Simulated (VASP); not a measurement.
Here is a VASP 6.6.1 calculation.

POSCAR

```
TiSi31
1.0
   10.8655790000      0.0000000000      0.0000000000
    0.0000000000     10.8655790000      0.0000000000
    0.0000000000      0.0000000000     10.8655790000
Si Ti
62 2
Direct
    0.9998570000      0.0004380000      0.0010480000
    0.9963470000      0.9992110000      0.5018590000
    0.9963910000      0.5012620000      0.9998310000
    0.0313120000      0.5314390000      0.5320160000
    0.5016020000      0.9962200000      0.9968130000
    0.5018020000      0.9997440000      0.4991960000
    0.5017560000      0.4985920000      0.0002610000
    0.1241100000      0.1281330000      0.1287220000
    0.1239410000      0.1246150000      0.6263580000
    0.1239880000      0.6257540000      0.1252910000
    0.6258740000      0.1238840000      0.1244880000
    0.6293710000      0.1251700000      0.6236870000
    0.6293260000      0.6230910000      0.1257230000
    0.5944470000      0.5929160000      0.5935380000
    0.2526680000      0.2475150000      0.0056390000
    0.2540530000      0.2524200000      0.5069460000
    0.2478050000      0.7479370000      0.9965730000
    0.2437600000      0.7580620000      0.4788220000
    0.7535730000      0.2500760000      0.0036030000
    0.7626210000      0.2525220000      0.5068140000
    0.7458330000      0.7491360000      0.9965210000
    0.7383520000      0.7367300000      0.4994500000
    0.3779130000      0.3764310000      0.1289630000
    0.3819790000      0.3662920000      0.6467120000
    0.3730520000      0.8768320000      0.1199300000
    0.3716780000      0.8719580000      0.6185920000
    0.8798920000      0.3752030000      0.1290510000
    0.8873750000      0.3876370000      0.6261070000
    0.8721540000      0.8742790000      0.1219390000
    0.8631160000      0.8718420000      0.6187470000
    0.2526510000      0.0050440000      0.2481120000
    0.2478430000      0.9959670000      0.7485290000
    0.2541290000      0.5063310000      0.2530630000
    0.2437360000      0.4782200000      0.7585800000
    0.7535800000      0.0029980000      0.2506700000
    0.7458360000      0.9959240000      0.7497450000
    0.7625770000      0.5062270000      0.2530590000
    0.7384020000      0.4988730000      0.7373620000
    0.3778900000      0.1283770000      0.3770290000
    0.3730590000      0.1193420000      0.8774280000
    0.3820100000      0.6461490000      0.3669480000
    0.3716060000      0.6180090000      0.8724880000
    0.8798900000      0.1284520000      0.3757850000
    0.8721580000      0.1213450000      0.8748870000
    0.8873350000      0.6254940000      0.3882020000
    0.8631510000      0.6181400000      0.8724940000
    0.0087320000      0.2590370000      0.2596350000
    0.9969920000      0.2484460000      0.7511500000
    0.9969750000      0.7505480000      0.2490520000
    0.9799640000      0.7481800000      0.7487630000
    0.5079510000      0.2531520000      0.2537590000
    0.5078450000      0.2383730000      0.7593280000
    0.5078270000      0.7587540000      0.2389690000
    0.4950750000      0.7342490000      0.7348470000
    0.1306350000      0.3901200000      0.3906980000
    0.1179290000      0.3656250000      0.8865860000
    0.1178930000      0.8859920000      0.3662190000
    0.1177760000      0.8711970000      0.8717660000
    0.6457700000      0.3761500000      0.3767690000
    0.6287640000      0.3738190000      0.8764880000
    0.6287380000      0.8759260000      0.3744180000
    0.6170120000      0.8653090000      0.8659150000
    0.4483290000      0.4502380000      0.4508140000
    0.1774080000      0.6741320000      0.6747290000
```

File INCAR.step1:

```
SYSTEM = TiSi31
  PREC = Accurate
  ENCUT = 400
  EDIFF = 1E-5
  ISMEAR = -1
  SIGMA = 0.05
  LREAL = Auto
  LASPH = .True.
  NELM = 120
  ALGO = Normal
  ISIF = 2
  LWAVE = .True.
  LCHARG = .False.
  NBANDS = 174
  GGA = PE
  ISYM = -1
  GGA_COMPAT = .False.
```

The input INCAR.step2:

```
SYSTEM = TiSi31
  PREC = Accurate
  ENCUT = 400
  EDIFF = 1E-6
  ISMEAR = -1
  SIGMA = 0.05
  LREAL = Auto
  LASPH = .True.
  NELM = 120
  ALGO = Normal
  ISIF = 2
  LWAVE = .False.
  LCHARG = .False.
  GGA = PE
  LHFCALC = .True.
  HFSCREEN = 0.2079
  PRECFOCK = Fast
  NBANDS = 174
  ISTART = 1
  ISYM = -1
  GGA_COMPAT = .False.
```

The input KPOINTS:

```
explicit points
1
Reciprocal
  0.25000000   0.25000000   0.25000000 1
```

Potentials or basis: VASP PAW PBE potentials, release 64 (Si, Ti_sv).

Launch:

```console
$ cat potpaw_PBE.64/Si/POTCAR potpaw_PBE.64/Ti_sv/POTCAR > POTCAR
$ cp INCAR.step1 INCAR
$ mpirun -np 1 vasp_std > vasp.out
$ cp INCAR.step2 INCAR
$ mpirun -np 1 vasp_std > vasp.out
```

What does it give for the band gap on the k mesh?

1.60 eV.

Estimate the pressure.

-0.5 GPa.

Estimate the largest force.

0.348 eV/Å.

Forces in eV/Å, atoms in the order of the input:
```
Si  -0.025 -0.011 -0.013
Si  -0.015  0.012 -0.049
Si  -0.014 -0.049  0.013
Si  -0.199 -0.202 -0.202
Si  -0.072 -0.021 -0.020
Si   0.001  0.002  0.000
Si   0.003  0.000  0.002
Si   0.072  0.020  0.020
Si  -0.002  0.000  0.001
Si  -0.004  0.001 -0.004
Si   0.024  0.014  0.013
Si   0.018 -0.013  0.048
Si   0.016  0.049 -0.013
Si   0.196  0.203  0.203
Si  -0.038 -0.002 -0.010
Si  -0.056 -0.105  0.000
Si   0.012  0.007  0.002
Si   0.108  0.076 -0.005
Si  -0.015 -0.002 -0.032
Si  -0.016  0.025 -0.077
Si   0.003 -0.018 -0.020
Si   0.001  0.037 -0.072
Si  -0.010 -0.010  0.001
Si  -0.108 -0.076  0.006
Si   0.038  0.005  0.006
Si   0.055  0.102  0.001
Si  -0.003  0.021  0.016
Si   0.000 -0.037  0.072
Si   0.015  0.001  0.033
Si   0.015 -0.024  0.075
Si  -0.038 -0.010 -0.002
Si   0.011  0.002  0.007
Si  -0.057  0.002 -0.105
Si   0.109 -0.009  0.079
Si  -0.016 -0.030 -0.003
Si   0.003 -0.020 -0.020
Si  -0.017 -0.079  0.029
Si   0.001 -0.072  0.034
Si  -0.011  0.000 -0.009
Si   0.041  0.007  0.003
Si  -0.108  0.008 -0.077
Si   0.057  0.001  0.107
Si  -0.003  0.018  0.023
Si   0.015  0.033  0.001
Si   0.000  0.072 -0.035
Si   0.017  0.079 -0.028
Si  -0.054 -0.025 -0.026
Si  -0.013 -0.003  0.043
Si  -0.013  0.042 -0.003
Si  -0.026  0.078  0.082
Si  -0.012 -0.091 -0.092
Si  -0.067  0.069 -0.020
Si  -0.065 -0.022  0.069
Si  -0.041  0.002  0.001
Si   0.044 -0.003  0.000
Si   0.063  0.022 -0.069
Si   0.064 -0.068  0.021
Si   0.011  0.090  0.092
Si   0.023 -0.077 -0.082
Si   0.013 -0.043  0.005
Si   0.015  0.002 -0.043
Si   0.052  0.026  0.025
Ti   0.196  0.170  0.172
Ti  -0.195 -0.174 -0.176
```

Caveat: the PAW data sets were made with another functional, which shifts forces and pressure a little.
